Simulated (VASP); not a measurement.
Runs of VASP 6.6.1 on KBr. The structure is that of space group Fm-3m (No. 225), or close to it. The cells are those of the table. 

| level | cell | k mesh | smearing | grid for exact exchange (PRECFOCK) | share of exact exchange | screening parameter | gap on the mesh (eV) | pressure (GPa) |
| --- | --- | --- | --- | --- | --- | --- | --- | --- |
| r2SCAN | a = 4.681, b = 4.681, c = 4.693 Å, angles 59.9, 59.9, 60.2°, 2 atoms | 6 × 6 × 6 | gaussian 0.01 eV | - | - | - | 5.04 | -0.1 |
| HSE06 | a = 4.670, b = 4.658, c = 4.658 Å, angles 60.2, 59.9, 59.9°, 2 atoms | 4 × 4 × 4 | gaussian 0.01 eV | Normal | 0.25 | 0.2079 1/Å | (c) | 0.5 |
| HSE06 | a = 4.670 Å, angles 60.0°, 2 atoms | 4 × 4 × 4 | gaussian 0.01 eV | Normal | 0.25 | 0.2079 1/Å | 5.59 | 0.5 |
| PBE | a = 4.686 Å, angles 59.8°, 2 atoms | 6 × 6 × 6 | fermi-dirac 0.02 eV | - | - | - | 4.41 | 0.6 |
| HSE06 | a = 4.437 Å, angles 60.0°, 2 atoms | 4 × 4 × 4 | gaussian 0.01 eV | Normal | 0.25 | 0.2079 1/Å | (a) | (b) |

Alike in all rows: task single point; potentials or basis VASP PAW PBE potentials, release 64 (K_sv, Br); no spin polarisation; cutoff (eV) 520.

**Question.** Fill in the values left out.

**Answer.** (a) 6.08; (b) 4.1; (c) 5.61.

Caveats: some runs use coarse meshes; the PAW data sets were made with another functional, which shifts forces and pressure a little (at least some runs).

A k mesh can miss the band edges, and the runs leave out spin-orbit coupling on Br.
